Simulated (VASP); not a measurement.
Set up this calculation in VASP 6.6.1, as the native input.

- Task: single point
- Functional: PBE
- Potentials or basis: VASP PAW PBE potentials, release 64 (Se)
- Cutoff: 520 eV
- k mesh: 8 × 4 × 6
- Occupations: gaussian, width 0.1 eV
- Spin: no spin polarisation
- Dipole correction: no
- Further INCAR settings: ALGO = Normal; EDIFF = 1e-06; NBANDS = 9

The structure of Se lies in POSCAR:

```
Se
1.0
    2.7186375105      0.0000000000      0.0401034858
    0.0000000000      4.1108879006      0.0000000000
   -0.0360541888      0.0000000000      2.5646863320
Se
1
Direct
    0.0000000000      0.5000000000      0.5000000000
```

One way to write it, as run:

INCAR

```
PREC = Accurate
ENCUT = 520
EDIFF = 1E-6
ISMEAR = 0
SIGMA = 0.1
LREAL = F
LASPH = T
NELM = 80
ALGO = Normal
ISIF = 2
LWAVE = F
LCHARG = T
GGA = PE
LELF = T
LVHAR = T
NBANDS = 9
```

KPOINTS

```
regular mesh
0
Gamma
  8 4 6
```

Potentials or basis: VASP PAW PBE potentials, release 64 (Se).

The run is started by

```bash
$ cat potpaw_PBE.64/Se/POTCAR > POTCAR
$ mpirun -np 1 vasp_std > vasp.out
```

It gave:

```yaml
Pressure: 0.1 GPa
Band_gap_on_the_k_mesh: zero (band 3 reaches 4.99 eV, above the bottom of band 4 at 1.32 eV)
```

Caveat: the k points lie up to 0.41 Å⁻¹ apart.

It took 11 s on 1 thread of Intel(R) Xeon(R) Platinum 8259CL CPU @ 2.50GHz (Skylake/Cascade Lake) (shared host), peak memory 0.14 GiB.
